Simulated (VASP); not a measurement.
# FeO (Wuestite) (Fm-3m) in VASP: further runs, part 2 of 2

VASP 6.6.1. The steps go on from the part before.

## 3. Single point, PBE, collinear spin, ferromagnetic start

Contents of INCAR:

```
  ALGO = Normal
  EDIFF = 1E-6
  ENCUT = 520
  GGA = PE
  ISIF = 2
  ISMEAR = 0
  ISPIN = 2
  LASPH = True
  LCHARG = False
  LMAXMIX = 4
  LORBIT = 11
  LREAL = False
  LWAVE = False
  MAGMOM = 3 0
  NBANDS = 18
  NELM = 150
  PREC = Accurate
  SIGMA = 0.05
```

Contents of KPOINTS:

```
k-points
0
Gamma
  9 9 9
```

Contents of POSCAR:

```
FeO
1.0
    0.0000000000      2.1554000000      2.1554000000
    2.1554000000      0.0000000000      2.1554000000
    2.1554000000      2.1554000000      0.0000000000
Fe O
1 1
Direct
    0.0000000000      0.0000000000      0.0000000000
    0.5000000000      0.5000000000      0.5000000000
```

Potentials or basis: VASP PAW PBE potentials, release 64 (Fe, O).

Command:

```
$ cat potpaw_PBE.64/Fe/POTCAR potpaw_PBE.64/O/POTCAR > POTCAR
$ mpirun -np 1 vasp_std > vasp.out
```

OUTCAR:

```text
EDIFF = 1E-6
   ENCUT = 520
   GGA = PE
   ISIF = 2
   ISMEAR = 0
   ISPIN = 2
   LASPH = True
   LORBIT = 11
   LREAL = False
   NELM = 150
   PREC = Accurate

 ion  position               nearest neighbor table
   1  0.000  0.000  0.000-   2 2.16   2 2.16   2 2.16   2 2.16   2 2.16   2 2.16
   2  0.500  0.500  0.500-   1 2.16   1 2.16   1 2.16   1 2.16   1 2.16   1 2.16

  LATTYP: Found a face centered cubic cell.
 ALAT       =     4.3108000000

  Lattice vectors:

 A1 = (   0.0000000000,   2.1554000000,   2.1554000000)
 A2 = (   2.1554000000,   0.0000000000,   2.1554000000)
 A3 = (   2.1554000000,   2.1554000000,   0.0000000000)

Analysis of symmetry for initial positions (statically):
=====================================================================
 Subroutine PRICEL returns:
 Original cell was already a primitive cell.

 Routine SETGRP: Setting up the symmetry group for a
 face centered cubic supercell.

 Subroutine GETGRP returns: Found 48 space group operations
 (whereof 48 operations were pure point group operations)
 out of a pool of 48 trial point group operations.

The static configuration has the point symmetry O_h .

Analysis of symmetry for dynamics (positions and initial velocities):
=====================================================================
 Subroutine PRICEL returns:
 Original cell was already a primitive cell.

 Routine SETGRP: Setting up the symmetry group for a
 face centered cubic supercell.

 Subroutine GETGRP returns: Found 48 space group operations
 (whereof 48 operations were pure point group operations)
 out of a pool of 48 trial point group operations.

The dynamic configuration has the point symmetry O_h .

Analysis of structural, dynamic, and magnetic symmetry:
=====================================================================
 Subroutine PRICEL returns:
 Original cell was already a primitive cell.

 Routine SETGRP: Setting up the symmetry group for a
 face centered cubic supercell.

 Subroutine GETGRP returns: Found 48 space group operations
 (whereof 48 operations were pure point group operations)
 out of a pool of 48 trial point group operations.

The overall configuration has the point symmetry O_h .

 Subroutine INISYM returns: Found 48 space group operations
 (whereof 48 operations are pure point group operations),
 and found     1 'primitive' translations

----------------------------------------------------------------------------------------

                                     Primitive cell

  volume of cell :      20.0269

  direct lattice vectors                    reciprocal lattice vectors
     0.000000000  2.155400000  2.155400000    -0.231975503  0.231975503  0.231975503
     2.155400000  0.000000000  2.155400000     0.231975503 -0.231975503  0.231975503
     2.155400000  2.155400000  0.000000000     0.231975503  0.231975503 -0.231975503

  length of vectors
     3.048195912  3.048195912  3.048195912     0.401793358  0.401793358  0.401793358

  position of ions in fractional coordinates (direct lattice)
     0.000000000  0.000000000  0.000000000
     0.500000000  0.500000000  0.500000000

  ion indices of the primitive-cell ions
   primitive index   ion index
                 1           1
                 2           2

----------------------------------------------------------------------------------------

 KPOINTS: k-points

[... 63 lines left out ...]
   LSORBIT =      F    spin-orbit coupling
   LASPH  =      T    aspherical Exc in radial PAW
   ENCUT  =  520.0 eV  38.22 Ry    6.18 a.u.   5.67  5.67  5.67*2*pi/ulx,y,z
   NELM   =    150;   NELMIN=  2; NELMDL= -5     # of ELM steps
   EDIFF  = 0.1E-05   stopping-criterion for ELM
   LREAL  =      F    real-space projection
   EDIFFG = 0.1E-04   stopping-criterion for IOM
   NSW    =      0    number of steps for IOM
   IBRION =     -1    ionic relax: 0-MD 1-quasi-New 2-CG
   NFREE  =      0    steps in history (QN), initial steepest desc. (CG)
   ISIF   =      2    stress and relaxation
   ISYM   =      2    0-nonsym 1-usesym 2-fastsym
   POTIM  = 0.5000    time-step for ionic-motion
   TEBEG  =    0.0;   TEEND  =   0.0 temperature during run
   PSTRESS=    0.0 pullay stress
   NELECT =      14.0000    total number of electrons
   NUPDOWN=      -1.0000    fix difference up-down
   EMIN   =  10.00;   EMAX   =-10.00  energy-range for DOS
   EFERMI =   0.00;   METHOD = LEGACY
   ISMEAR =     0;   SIGMA  =   0.05  broadening in eV -4-tet -1-fermi 0-gaus
   EFERMI_NEDOS =   21; number of points for ismear=-14 and -15
   IALGO  =     38    algorithm
   IMIX   =      4    mixing-type and parameters
     AMIX     =   0.40;   BMIX     =  1.00
     AMIX_MAG =   1.60;   BMIX_MAG =  1.00
  volume/ion in A,a.u.               =      10.01        67.57
  Fermi-wavevector in a.u.,A,eV,Ry     =   1.452935  2.745650 28.722187  2.111021
  Thomas-Fermi vector in A             =   2.570260
   LORBIT       =     11    0 simple, 1 ext, 2 COOP (PROOUT), +10 PAW based schemes
   GGA     = PE    functional components
   LHFCALC =     F    Hartree Fock is set to
   AEXX    =    0.0000 exact exchange contribution
   IVDW    =     0    specifies the selected vdW correction
   LEPSILON=     F    determine dielectric tensor
   LRPA    =     F    only Hartree local field effects (RPA)
 spin polarized calculation
 Gauss-broadening in eV      SIGMA  =   0.05
  energy-cutoff  :      520.00
  volume of cell :       20.03
 maximum number of plane-waves:       556
   NGX = 11   NGY = 11   NGZ = 11

 number of electron      13.9999999 magnetization       3.9997858

 Free energy of the ion-electron system (eV)
  ---------------------------------------------------
  ext. energy  EPLUGINS =         0.00000000
  ---------------------------------------------------
  free energy    TOTEN  =       -14.93175579 eV

  energy without entropy =      -14.92934057  energy(sigma->0) =      -14.93054818

 E-fermi :   6.1564     XC(G=0): -12.1640

 val. band max:        6.1555227990   @ k =  -0.4444   0.2222   0.1111
 cond. band min:       6.1579311691   @ k =   0.2222   0.1111   0.0000
 fundamental gap:      0.0024083701
 Fermi energy:         6.1564172008

 spin component 1

 k-point     1 :       0.0000    0.0000    0.0000
  band No.  band energies     occupation
      1     -14.5193      1.00000
      2       2.3260      1.00000
      3       2.3260      1.00000
      4       2.3260      1.00000
      5       2.4061      1.00000
      6       2.4061      1.00000
[... 493 lines left out ...]
     17      36.0503      0.00000
     18      36.0503      0.00000

 [... further k-points ...]

 spin component 2

 k-point     1 :       0.0000    0.0000    0.0000
  band No.  band energies     occupation
      1     -13.9871      1.00000
      2       2.9639      1.00000
      3       2.9639      1.00000
      4       2.9639      1.00000
      5       5.4659      1.00000
      6       5.4662      1.00000
[... 493 lines left out ...]
     17      36.2100      0.00000
     18      36.2100      0.00000

 [... further k-points ...]

------------------------ aborting loop because EDIFF is reached ----------------------------------------

  FORCE on cell =-STRESS in cart. coord.  units (eV):
  Direction    XX          YY          ZZ          XY          YZ          ZX
  --------------------------------------------------------------------------------------
  -------------------------------------------------------------------------------------
  Total       -0.0306554     -0.0306554     -0.0306554      0.0000000      0.0000000      0.0000000
  in kB       -2.4524681     -2.4524681     -2.4524681      0.0000000      0.0000000      0.0000000
  external PRESSURE =      -2.4524681 kB  Pullay stress =       0.0000000 kB

 VOLUME and BASIS-vectors are now :
 -----------------------------------------------------------------------------
  energy-cutoff  :      520.00
  volume of cell :       20.03
      direct lattice vectors                 reciprocal lattice vectors
     0.000000000  2.155400000  2.155400000    -0.231975503  0.231975503  0.231975503
     2.155400000  0.000000000  2.155400000     0.231975503 -0.231975503  0.231975503
     2.155400000  2.155400000  0.000000000     0.231975503  0.231975503 -0.231975503

 POSITION                                       TOTAL-FORCE (eV/Angst)
 -----------------------------------------------------------------------------------
      0.00000      0.00000      0.00000        -0.000000     -0.000000     -0.000000
      2.15540      2.15540      2.15540         0.000000      0.000000      0.000000
 -----------------------------------------------------------------------------------
    total drift:                                0.000000     -0.000000      0.000000

  FREE ENERGIE OF THE ION-ELECTRON SYSTEM (eV)
  ---------------------------------------------------
  free  energy   TOTEN  =       -14.9317557881 eV

  energy  without entropy=      -14.9293405739  energy(sigma->0) =      -14.93054818

 total charge

# of ion       s       p       d       tot
------------------------------------------
    1        0.287   0.358   6.086   6.731
    2        1.556   3.438   0.000   4.994
--------------------------------------------------
tot          1.844   3.796   6.086  11.725

 magnetization (x)

# of ion       s       p       d       tot
------------------------------------------
    1        0.027   0.021   3.571   3.619
    2        0.030   0.271   0.000   0.301
--------------------------------------------------
tot          0.057   0.293   3.571   3.920
```

stdout:

```text
POSCAR found type information on POSCAR FeO
 POSCAR found :  2 types and       2 ions
 scaLAPACK will be used
 LDA part: xc-table for (Slater+PW92), standard interpolation
 POSCAR, INCAR and KPOINTS ok, starting setup
 FFT: planning ... GRIDC
 FFT: planning ... GRID_SOFT
 FFT: planning ... GRID
 WAVECAR not read
 entering main loop
```

Run time: 37 s. Hardware: 1 thread of Intel Xeon 8259CL, shared host; peak memory 0.16 GiB.

Results:

| Quantity | Value |
| --- | --- |
| Free energy | -14.9318 eV |
| Pressure | -0.2 GPa |
| Band gap on the k mesh | zero (filled and empty bands overlap) |
| Net moment | 4.00 μB per cell |
| Site moments | Fe +3.62; O +0.30 μB |
| Valence electrons inside the program's atomic spheres | Fe 6.73; O 4.99 |

Caveat: a cell with one magnetic atom can't hold antiferromagnetic order, which such compounds often take; semilocal functionals often make such compounds metallic where correlation or magnetic order opens a gap, which also shifts bond lengths.

## 4. Comparison with measurements

Step 2. A measured gap of FeO is 2.4 eV (optical; quoted in “W\"ustite: Electric, thermodynamic and optical properties of FeO”, 2012, arxiv:1203.1201); the calculated 0.00 eV misses it by -2.40 eV. So large a miss can be the level of theory's own, or it may mean another phase, state or a wrong row. The value is that of PBE on a finite k mesh, which can miss the band edges, without temperature or zero-point motion. Semilocal functionals fall short of measured gaps as a rule. The run's magnetic order (collinear spin, ferromagnetic start) needn't be the measured crystal's.

Step 3. Measured gap of FeO: 2.4 eV (optical; quoted in “W\"ustite: Electric, thermodynamic and optical properties of FeO”, 2012, arxiv:1203.1201). This calculation gives 0.00 eV (-2.40 eV). So large a miss can be the level of theory's own, or it may mean another phase, state or a wrong row. The value is that of PBE on a finite k mesh, which can miss the band edges, without temperature or zero-point motion. Semilocal functionals fall short of measured gaps as a rule. The run's magnetic order (collinear spin, ferromagnetic start) needn't be the measured crystal's.
